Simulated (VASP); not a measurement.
# F (C2/m) in VASP: further runs

The runs below take F through single point, with PBEsol.

All numbers are computed with VASP 6.6.1; they aren't measurements. Logs are shortened: lines on timing, memory, paths and dates and some standing lists are left out, and cuts for length are marked.

### Step 1. The cell of the first run

Symmetry: C2/m, No. 12, monoclinic system. The conventional cell has a = 6.014 Å, b = 3.446 Å, c = 7.259 Å, α = 90.00°, β = 112.50°, γ = 90.00°. F (site symmetry m) has 1 F at 1.36 Å within 1.8 Å. F (site symmetry m) has 1 F at 1.35 Å within 1.8 Å.

### Step 2. Single point, PBEsol

Contents of INCAR:

```
SYSTEM = F
ALGO = Normal ; EDIFF = 1E-6
ENCUT = 520 ; GGA = PS
ISIF = 2 ; ISMEAR = 0
LASPH = .True. ; LCHARG = .False.
LREAL = .False. ; LWAVE = .False.
NBANDS = 22 ; NELM = 60
PREC = Accurate ; SIGMA = 0.05
```

Contents of KPOINTS:

```
k-points
0
Gamma
  4 4 2
  0 0 0
```

Contents of POSCAR:

```
F
1.0
    2.9979104451     -1.7230018793     -0.2312247160
    2.9979104451      1.7230018793     -0.2312247160
   -2.2541996430      0.0000000000      6.9001505696
F
4
Direct
    0.0848459664      0.0848459664      0.0940038325
    0.9151540336      0.9151540336      0.9059961675
    0.5015719855      0.5015719855      0.5937195244
    0.4984280145      0.4984280145      0.4062804756
```

Potentials or basis: VASP PAW PBE potentials, release 64 (F).

Run with:

```bash
$ cat potpaw_PBE.64/F/POTCAR > POTCAR
$ mpirun -np 1 vasp_std > vasp.out
```

OUTCAR:

```text
SYSTEM = F
   EDIFF = 1E-6
   ENCUT = 520
   GGA = PS
   ISIF = 2
   ISMEAR = 0
   LASPH = .True.
   LREAL = .False.
   NELM = 60
   PREC = Accurate

 ion  position               nearest neighbor table
   1  0.085  0.085  0.094-   2 1.36
   2  0.915  0.915  0.906-   1 1.36
   3  0.502  0.502  0.594-   4 1.35
   4  0.498  0.498  0.406-   3 1.35

  LATTYP: Found a base centered monoclinic cell.
 ALAT       =     6.0136284907
 B/A-ratio  =     0.5730323654
 C/A-ratio  =     1.2070962569
 COS(beta)  =    -0.3827161857

  Lattice vectors:

 A1 = (   2.9979104451,  -1.7230018793,  -0.2312247160)
 A2 = (   2.9979104451,   1.7230018793,  -0.2312247160)
 A3 = (  -2.2541996430,   0.0000000000,   6.9001505696)

Analysis of symmetry for initial positions (statically):
=====================================================================
 Subroutine PRICEL returns:
 Original cell was already a primitive cell.

 Routine SETGRP: Setting up the symmetry group for a
 base centered monoclinic supercell.

 Subroutine GETGRP returns: Found  4 space group operations
 (whereof  4 operations were pure point group operations)
 out of a pool of  4 trial point group operations.

The static configuration has the point symmetry C_2h.

Analysis of symmetry for dynamics (positions and initial velocities):
=====================================================================
 Subroutine PRICEL returns:
 Original cell was already a primitive cell.

 Routine SETGRP: Setting up the symmetry group for a
 base centered monoclinic supercell.

 Subroutine GETGRP returns: Found  4 space group operations
 (whereof  4 operations were pure point group operations)
 out of a pool of  4 trial point group operations.

The dynamic configuration has the point symmetry C_2h.

 Subroutine INISYM returns: Found  4 space group operations
 (whereof  4 operations are pure point group operations),
 and found     1 'primitive' translations

----------------------------------------------------------------------------------------

                                     Primitive cell

  volume of cell :      69.4880

  direct lattice vectors                    reciprocal lattice vectors
     2.997910445 -1.723001879 -0.231224716     0.171093892 -0.290191210  0.055894402
     2.997910445  1.723001879 -0.231224716     0.171093892  0.290191210  0.055894402
    -2.254199643  0.000000000  6.900150570     0.011466746  0.000000000  0.148670427

  length of vectors
     3.465496701  3.465496701  7.259028441     0.341479491  0.341479491  0.149111979

  position of ions in fractional coordinates (direct lattice)
     0.084845966  0.084845966  0.094003833
     0.915154034  0.915154034  0.905996167
     0.501571986  0.501571986  0.593719524
     0.498428015  0.498428015  0.406280476

  ion indices of the primitive-cell ions
   primitive index   ion index
                 1           1
                 2           2
                 3           3
                 4           4

----------------------------------------------------------------------------------------

 KPOINTS: k-points

Automatic generation of k-mesh.
 Grid dimensions read from file:
 generate k-points for:    4    4    2

 Generating k-lattice:

  Cartesian coordinates                     Fractional coordinates (reciprocal lattice)
     0.042773473 -0.072547802  0.013973601     0.250000000 -0.000000000  0.000000000
     0.042773473  0.072547802  0.013973601    -0.000000000  0.250000000  0.000000000
     0.005733373  0.000000000  0.074335214     0.000000000  0.000000000  0.500000000

  Length of vectors
     0.085369873  0.085369873  0.074555989

  Shift w.r.t. Gamma in fractional coordinates (k-lattice)
     0.000000000  0.000000000  0.000000000

 Subroutine IBZKPT returns following result:
 ===========================================

 Found     14 irreducible k-points:

 Following reciprocal coordinates:
            Coordinates               Weight
  0.000000  0.000000  0.000000      1.000000
  0.250000 -0.000000  0.000000      4.000000
  0.500000 -0.000000  0.000000      2.000000
  0.250000  0.250000  0.000000      2.000000
  0.500000  0.250000  0.000000      4.000000
 -0.250000  0.250000  0.000000      2.000000
  0.500000  0.500000  0.000000      1.000000
  0.000000  0.000000  0.500000      1.000000
  0.250000  0.000000  0.500000      4.000000
  0.500000 -0.000000  0.500000      2.000000
  0.250000  0.250000  0.500000      2.000000
  0.500000  0.250000  0.500000      4.000000
 -0.250000  0.250000  0.500000      2.000000
  0.500000  0.500000  0.500000      1.000000
   k-points           NKPTS =     14   k-points in BZ     NKDIM =     14   number of bands    NBANDS=     22
   number of dos      NEDOS =    301   number of ions     NIONS =      4
   total plane-waves  NPLWV =  42336
   dimension x,y,z NGX =    28 NGY =   28 NGZ =   54
   dimension x,y,z NGXF=    56 NGYF=   56 NGZF=  108
   ions per type =               4
   NGX,Y,Z   is equivalent  to a cutoff of  13.43, 13.43, 12.37 a.u.
   NGXF,Y,Z  is equivalent  to a cutoff of  26.86, 26.86, 24.73 a.u.
 SYSTEM =  F
   PREC   = accura    normal or accurate (medium, high low for compatibility)
   ISTART =      0    job   : 0-new  1-cont  2-samecut
   ICHARG =      2    charge: 1-file 2-atom 10-const
   ISPIN  =      1    spin polarized calculation?
   LNONCOLLINEAR =      F non collinear calculations
   LSORBIT =      F    spin-orbit coupling
   LASPH  =      T    aspherical Exc in radial PAW
   ENCUT  =  520.0 eV  38.22 Ry    6.18 a.u.   6.44  6.44 13.50*2*pi/ulx,y,z
   NELM   =     60;   NELMIN=  2; NELMDL= -5     # of ELM steps
   EDIFF  = 0.1E-05   stopping-criterion for ELM
   LREAL  =      F    real-space projection
   EDIFFG = 0.1E-04   stopping-criterion for IOM
   NSW    =      0    number of steps for IOM
   IBRION =     -1    ionic relax: 0-MD 1-quasi-New 2-CG
   NFREE  =      0    steps in history (QN), initial steepest desc. (CG)
   ISIF   =      2    stress and relaxation
   ISYM   =      2    0-nonsym 1-usesym 2-fastsym
   POTIM  = 0.5000    time-step for ionic-motion
   TEBEG  =    0.0;   TEEND  =   0.0 temperature during run
   PSTRESS=    0.0 pullay stress
   NELECT =      28.0000    total number of electrons
   NUPDOWN=      -1.0000    fix difference up-down
   EMIN   =  10.00;   EMAX   =-10.00  energy-range for DOS
   EFERMI =   0.00;   METHOD = LEGACY
   ISMEAR =     0;   SIGMA  =   0.05  broadening in eV -4-tet -1-fermi 0-gaus
   EFERMI_NEDOS =   21; number of points for ismear=-14 and -15
   IALGO  =     38    algorithm
   IMIX   =      4    mixing-type and parameters
     AMIX     =   0.40;   BMIX     =  1.00
     AMIX_MAG =   1.60;   BMIX_MAG =  1.00
  volume/ion in A,a.u.               =      17.37       117.23
  Fermi-wavevector in a.u.,A,eV,Ry     =   1.209180  2.285019 19.893295  1.462116
  Thomas-Fermi vector in A             =   2.344765
   LORBIT       =      0    0 simple, 1 ext, 2 COOP (PROOUT), +10 PAW based schemes
   GGA     = PS    functional components
   LHFCALC =     F    Hartree Fock is set to
   AEXX    =    0.0000 exact exchange contribution
   IVDW    =     0    specifies the selected vdW correction
   LEPSILON=     F    determine dielectric tensor
   LRPA    =     F    only Hartree local field effects (RPA)
 non-spin polarized calculation
 Gauss-broadening in eV      SIGMA  =   0.05
  energy-cutoff  :      520.00
  volume of cell :       69.49
 maximum number of plane-waves:      1890
 NGX is ok and might be reduce to    28
   NGX = 13   NGY = 13   NGZ = 27

 number of electron      27.9999990 magnetization

 Free energy of the ion-electron system (eV)
  ---------------------------------------------------
  ext. energy  EPLUGINS =         0.00000000
  ---------------------------------------------------
  free energy    TOTEN  =        -7.65831921 eV

  energy without entropy =       -7.65831921  energy(sigma->0) =       -7.65831921

 E-fermi :  -4.8537     XC(G=0):  -7.1669

 val. band max:       -5.1535491477   @ k =   0.5000   0.5000   0.0000
 cond. band min:      -1.6253513533   @ k =   0.0000   0.0000   0.0000
 fundamental gap:      3.5281977943
 Fermi energy:        -4.8536634736

 k-point     1 :       0.0000    0.0000    0.0000
  band No.  band energies     occupation
      1     -31.2330      2.00000
      2     -31.0661      2.00000
      3     -23.6260      2.00000
      4     -23.2835      2.00000
      5     -12.3646      2.00000
      6     -11.6189      2.00000
[... 14 lines left out ...]
     21      14.6861      0.00000
     22      15.2588      0.00000

 k-point     2 :       0.2500   -0.0000    0.0000
  band No.  band energies     occupation
      1     -31.2056      2.00000
      2     -31.0514      2.00000
      3     -23.5663      2.00000
      4     -23.3187      2.00000
      5     -12.2535      2.00000
      6     -11.7173      2.00000
[... 14 lines left out ...]
     21      12.2197      0.00000
     22      14.0004      0.00000

 k-point     3 :       0.5000   -0.0000    0.0000
  band No.  band energies     occupation
      1     -31.1774      2.00000
      2     -31.0365      2.00000
      3     -23.4718      2.00000
      4     -23.3882      2.00000
      5     -12.0186      2.00000
      6     -11.9381      2.00000
[... 14 lines left out ...]
     21      11.0133      0.00000
     22      11.3729      0.00000
[... 226 lines left out ...]
 k-point    13 :      -0.2500    0.2500    0.5000
  band No.  band energies     occupation
      1     -31.1774      2.00000
      2     -31.0364      2.00000
      3     -23.4717      2.00000
      4     -23.3877      2.00000
      5     -12.0113      2.00000
      6     -11.9347      2.00000
[... 14 lines left out ...]
     21      11.4129      0.00000
     22      11.4683      0.00000

 k-point    14 :       0.5000    0.5000    0.5000
  band No.  band energies     occupation
      1     -31.1732      2.00000
      2     -31.0326      2.00000
      3     -23.4887      2.00000
      4     -23.4052      2.00000
      5     -12.0463      2.00000
      6     -11.9707      2.00000
[... 14 lines left out ...]
     21       9.8711      0.00000
     22      10.1712      0.00000

------------------------ aborting loop because EDIFF is reached ----------------------------------------

  FORCE on cell =-STRESS in cart. coord.  units (eV):
  Direction    XX          YY          ZZ          XY          YZ          ZX
  --------------------------------------------------------------------------------------
  -------------------------------------------------------------------------------------
  Total        0.8101747     -0.1975897      5.8667116      0.0000000      0.0000000      0.4243646
  in kB       18.6801116     -4.5558053    135.2681383      0.0000000      0.0000000      9.7845282
  external PRESSURE =      49.7974815 kB  Pullay stress =       0.0000000 kB

 VOLUME and BASIS-vectors are now :
 -----------------------------------------------------------------------------
  energy-cutoff  :      520.00
  volume of cell :       69.49
      direct lattice vectors                 reciprocal lattice vectors
     2.997910445 -1.723001879 -0.231224716     0.171093892 -0.290191210  0.055894402
     2.997910445  1.723001879 -0.231224716     0.171093892  0.290191210  0.055894402
    -2.254199643  0.000000000  6.900150570     0.011466746  0.000000000  0.148670427

 POSITION                                       TOTAL-FORCE (eV/Angst)
 -----------------------------------------------------------------------------------
      0.29682      0.00000      0.60940         1.111583      0.000000      2.267197
      3.44480      0.00000      5.82830        -1.111583      0.000000     -2.267197
      1.66897      0.00000      3.86480        -0.766669      0.000000      2.417050
      2.07265      0.00000      2.57290         0.766669      0.000000     -2.417050
 -----------------------------------------------------------------------------------
    total drift:                                0.000000      0.000000     -0.000000

  FREE ENERGIE OF THE ION-ELECTRON SYSTEM (eV)
  ---------------------------------------------------
  free  energy   TOTEN  =        -7.6583192105 eV

  energy  without entropy=       -7.6583192105  energy(sigma->0) =       -7.65831921
```

It took 21 s on 1 thread of Intel Xeon Platinum 8175M at 2.50GHz (Skylake/Cascade Lake), shared host; peak memory 0.18 GiB.

What came out:

```
Free energy            : -7.6583 eV
Pressure               : 5.0 GPa
Largest force          : 2.536 eV/Å
Band gap on the k mesh : 3.53 eV, indirect (least direct gap 3.64 eV)
```

Forces in eV/Å, atoms in the order of the input:
```
F    1.112  0.000  2.267
F   -1.112  0.000 -2.267
F   -0.767  0.000  2.417
F    0.767  0.000 -2.417
```

Caveat: the k points lie up to 0.54 Å⁻¹ apart; the PAW data sets were made with another functional, which shifts forces and pressure a little. A k mesh can miss the band edges.

### Step 3. Single point, PBEsol

Contents of INCAR:

```
SYSTEM = F
PREC = Accurate
ENCUT = 520
EDIFF = 1E-6
ISMEAR = 0
SIGMA = 0.05
LREAL = .False.
LASPH = .True.
NELM = 80
ALGO = Normal
ISIF = 2
LWAVE = .False.
LCHARG = .False.
GGA = PS
NBANDS = 22
```

Contents of KPOINTS:

```
regular mesh
0
Gamma
  4 4 2
  0 0 0
```

Contents of POSCAR:

```
F
1.0
    2.9344170841     -1.7415428218     -0.2263275603
    2.9344170841      1.7415428218     -0.2263275603
   -2.1899853236      0.0000000000      6.9675782886
F
4
Direct
    0.0848459664      0.0848459664      0.0940038325
    0.9151540336      0.9151540336      0.9059961675
    0.5015719855      0.5015719855      0.5937195244
    0.4984280145      0.4984280145      0.4062804756
```

Potentials or basis: VASP PAW PBE potentials, release 64 (F).

Run with:

```bash
$ cat potpaw_PBE.64/F/POTCAR > POTCAR
$ mpirun -np 1 vasp_std > vasp.out
```

OUTCAR:

```text
SYSTEM = F
   PREC = Accurate
   ENCUT = 520
   EDIFF = 1E-6
   ISMEAR = 0
   LREAL = .False.
   LASPH = .True.
   NELM = 80
   ISIF = 2
   GGA = PS

 ion  position               nearest neighbor table
   1  0.085  0.085  0.094-   2 1.36
   2  0.915  0.915  0.906-   1 1.36
   3  0.502  0.502  0.594-   4 1.36
   4  0.498  0.498  0.406-   3 1.36

[... 538 lines left out ...]

  FORCE on cell =-STRESS in cart. coord.  units (eV):
  Direction    XX          YY          ZZ          XY          YZ          ZX
  --------------------------------------------------------------------------------------
  -------------------------------------------------------------------------------------
  Total        0.6140796     -0.2012133      4.8824574      0.0000000      0.0000000      0.3610767
  in kB       14.1587664     -4.6393534    112.5742952      0.0000000      0.0000000      8.3253073
  external PRESSURE =      40.6979028 kB  Pullay stress =       0.0000000 kB

 VOLUME and BASIS-vectors are now :
 -----------------------------------------------------------------------------
  energy-cutoff  :      520.00
  volume of cell :       69.49
      direct lattice vectors                 reciprocal lattice vectors
     2.934417084 -1.741542822 -0.226327560     0.174624913 -0.287101755  0.054886502
     2.934417084  1.741542822 -0.226327560     0.174624913  0.287101755  0.054886502
    -2.189985324  0.000000000  6.967578289     0.011344668  0.000000000  0.147087641

 POSITION                                       TOTAL-FORCE (eV/Angst)
 -----------------------------------------------------------------------------------
      0.29208      0.00000      0.61657         0.894733      0.000000      1.884077
      3.38677      0.00000      5.89835        -0.894733      0.000000     -1.884077
      1.64341      0.00000      3.90975        -0.612640      0.000000      1.999752
      2.03544      0.00000      2.60518         0.612640      0.000000     -1.999752
 -----------------------------------------------------------------------------------
    total drift:                                0.000000      0.000000     -0.000000

  FREE ENERGIE OF THE ION-ELECTRON SYSTEM (eV)
  ---------------------------------------------------
  free  energy   TOTEN  =        -7.6995348998 eV

  energy  without entropy=       -7.6995348998  energy(sigma->0) =       -7.69953490
```

OSZICAR:

```text
N       E                     dE             d eps       ncg     rms          rms(c)
DAV:   1     0.185718816977E+03    0.18572E+03   -0.15382E+04   624   0.117E+03
DAV:   2     0.205501646539E+00   -0.18551E+03   -0.17915E+03   884   0.288E+02
DAV:   3    -0.944624881172E+01   -0.96518E+01   -0.96014E+01   706   0.640E+01
DAV:   4    -0.950723461731E+01   -0.60986E-01   -0.60983E-01   670   0.587E+00
DAV:   5    -0.950758318491E+01   -0.34857E-03   -0.34856E-03   712   0.433E-01    0.112E+01
DAV:   6    -0.816863798090E+01    0.13389E+01   -0.50766E-01   640   0.729E+00    0.631E+00
DAV:   7    -0.770187686980E+01    0.46676E+00   -0.66981E-01   628   0.790E+00    0.757E-01
DAV:   8    -0.769939427360E+01    0.24826E-02   -0.84432E-02   652   0.210E+00    0.126E-01
DAV:   9    -0.769945458821E+01   -0.60315E-04   -0.11102E-03   694   0.258E-01    0.692E-02
DAV:  10    -0.769953458858E+01   -0.80000E-04   -0.26551E-04   664   0.140E-01    0.268E-02
DAV:  11    -0.769953543700E+01   -0.84842E-06   -0.27086E-05   676   0.517E-02    0.743E-03
DAV:  12    -0.769953489975E+01    0.53725E-06   -0.54302E-06   670   0.203E-02
   1 F= -.76995349E+01 E0= -.76995349E+01  d E =-.848474E-25
```

Run time: 22 s. Hardware: 1 thread of Intel Xeon Platinum 8175M at 2.50GHz (Skylake/Cascade Lake), shared host; peak memory 0.18 GiB.

What came out:

```
Free energy            : -7.6995 eV
Pressure               : 4.1 GPa
Largest force          : 2.091 eV/Å
Band gap on the k mesh : 3.40 eV, indirect (least direct gap 3.50 eV)
```

Forces in eV/Å, atoms in the order of the input:
```
F    0.895  0.000  1.884
F   -0.895  0.000 -1.884
F   -0.613  0.000  2.000
F    0.613  0.000 -2.000
```

Levels at points of the mesh, in eV from the valence-band top:
```csv
k point,band 10,band 11,band 12,band 13,band 14,band 15,band 16,band 17,band 18,band 19
"(0.00, 0.00, 0.00)",-3.85,-0.36,-0.20,-0.13,-0.10,3.40,4.34,8.63,11.04,12.26
"(0.50, 0.00, 0.00)",-3.96,-0.44,-0.35,-0.32,-0.20,3.91,4.01,12.67,12.84,14.43
"(0.50, 0.50, 0.00)",-3.96,-0.40,-0.34,-0.24,0.00,3.85,4.00,12.95,13.45,13.48
"(0.00, 0.00, 0.50)",-3.86,-0.32,-0.19,-0.19,-0.11,3.79,3.88,9.52,9.54,14.82
"(0.50, 0.00, 0.50)",-3.92,-0.57,-0.37,-0.23,-0.08,3.70,4.19,12.59,13.49,13.68
"(0.50, 0.50, 0.50)",-4.03,-0.44,-0.32,-0.21,-0.13,3.91,4.00,12.73,12.91,15.00
```

Caveat: the k points lie up to 0.53 Å⁻¹ apart; the PAW data sets were made with another functional, which shifts forces and pressure a little.

[end of part 1 of 2]
